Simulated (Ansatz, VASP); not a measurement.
## Two plane-wave programs on Cs

INCAR

```
PREC = Accurate
ENCUT = 520
EDIFF = 1E-6
ISMEAR = 0
SIGMA = 0.15
LREAL = False
LASPH = True
NELM = 60
ALGO = Fast
ISIF = 2
LWAVE = False
LCHARG = False
GGA = PS
NBANDS = 10
```

The input KPOINTS:

```
regular mesh
0
Gamma
  12 12 12
```

File POSCAR:

```
Cs
1.0
   -3.1736250000      3.1736250000      3.0980625000
    3.1736250000     -3.1736250000      3.0980625000
    3.1736250000      3.1736250000     -3.0980625000
Cs
1
Direct
    0.0000000000      0.0000000000      0.0000000000
```

Input for Ansatz:

```yaml
crystal:
  lattice:
    - [-3.173625, 3.173625, 3.0980625]
    - [3.173625, -3.173625, 3.0980625]
    - [3.173625, 3.173625, -3.0980625]
  atoms:
    - { symbol: Cs, position: [0.0, 0.0, 0.0] }
basis:
  ecutwfc: 420
kpoints:
  mp_grid: { grid: [12, 12, 12] }
hamiltonian:
  xc: pbesol
scf:
  occupations: { method: gaussian, width: 0.15 }
output:
  forces: true
  stress: true
  eigenvalues: true
```

Change from the starting cell: strain +0.050 along x and y, +0.025 along z, atoms carried along.

Alike in both runs: task single point; functional PBEsol; k mesh 12 × 12 × 12; occupations gaussian, width 0.15 eV; no spin polarisation.

|  | VASP | Ansatz |
| --- | --- | --- |
| version | VASP 6.6.1 | Ansatz 0.2.0 |
| potentials or method | VASP PAW PBE potentials, release 64 (Cs_sv), cutoff 520 eV | scalar-relativistic, plane waves, PAW |
| valence electrons in the cell | 9 | 9 |

|  | VASP | Ansatz | Ansatz less VASP |
| --- | --- | --- | --- |
| gap on the k mesh at the Fermi level (eV) | none | none | - |
| pressure (GPa) | -0.2 | -0.2 | +0.01 |

VASP's potentials were made for PBE, not for PBEsol. A gap of «none» marks a metal or a gap that the smearing closes.

Spin-orbit coupling is off throughout.
